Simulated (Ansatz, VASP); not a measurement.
**Si2N: VASP beside Ansatz**

The input INCAR:

```
SYSTEM = Si2N
PREC = Accurate ; ENCUT = 600
EDIFF = 1E-6 ; ISMEAR = 0
SIGMA = 0.1 ; LREAL = .FALSE.
LASPH = .TRUE. ; NELM = 60
ALGO = Normal ; ISIF = 3
LWAVE = .FALSE. ; LCHARG = .FALSE.
GGA = PE ; IBRION = 2
NSW = 100 ; EDIFFG = -0.01
```

KPOINTS

```
regular mesh
0
G
  16 16 10
  0 0 0
```

File POSCAR:

```
Si2N
1.0
    2.7463138511      0.0000000000      0.0000000000
    0.0000000000      2.7463138511      0.0000000000
    0.0000000000      0.0000000000      5.1322947447
Si N
2 1
Direct
    0.5000000000      0.0000000000      0.2443053757
    0.0000000000      0.5000000000      0.7556946243
    0.0000000000      0.0000000000      0.0000000000
```

Input for Ansatz:

```yaml
crystal:
  lattice:
    - [2.7463138511, 0.0, 0.0]
    - [0.0, 2.7463138511, 0.0]
    - [0.0, 0.0, 5.1322947447]
  atoms:
    - { symbol: Si, position: [0.5, 0.0, 0.2443053757] }
    - { symbol: Si, position: [0.0, 0.5, 0.7556946243] }
    - { symbol: "N", position: [0.0, 0.0, 0.0] }
basis:
  ecutwfc: 420
kpoints:
  mp_grid: { grid: [16, 16, 10] }
hamiltonian:
  xc: pbe
scf:
  occupations: { method: gaussian, width: 0.1 }
output:
  forces: true
  stress: true
  eigenvalues: true
relax:
  adjacent_minimum: "off"
  f_tol: 0.01
  max_steps: 80
  cell: { stress_tol: 0.05 }
```

Alike in both runs: task relaxation of cell and atoms; functional PBE; k mesh 16 × 16 × 10; occupations gaussian, width 0.1 eV; no spin polarisation.

```csv
,VASP,Ansatz
version,VASP 6.6.1,Ansatz 0.2.0
potentials or method,"VASP PAW PBE potentials, release 64 (Si, N), cutoff 600 eV","scalar-relativistic, plane waves, PAW"
valence electrons in the cell,13,13
```

```csv
,VASP,Ansatz,Ansatz less VASP
"gap on the k mesh at the Fermi level, each at its own relaxed structure (eV)",none,none,-
relaxed volume (Å³/atom),13.51,13.51,+0.002
relaxed length of the cell vector where the two differ most in proportion (Å),2.735,2.735,+0.0002
```

A gap of «none» marks a metal or a gap that the smearing closes.
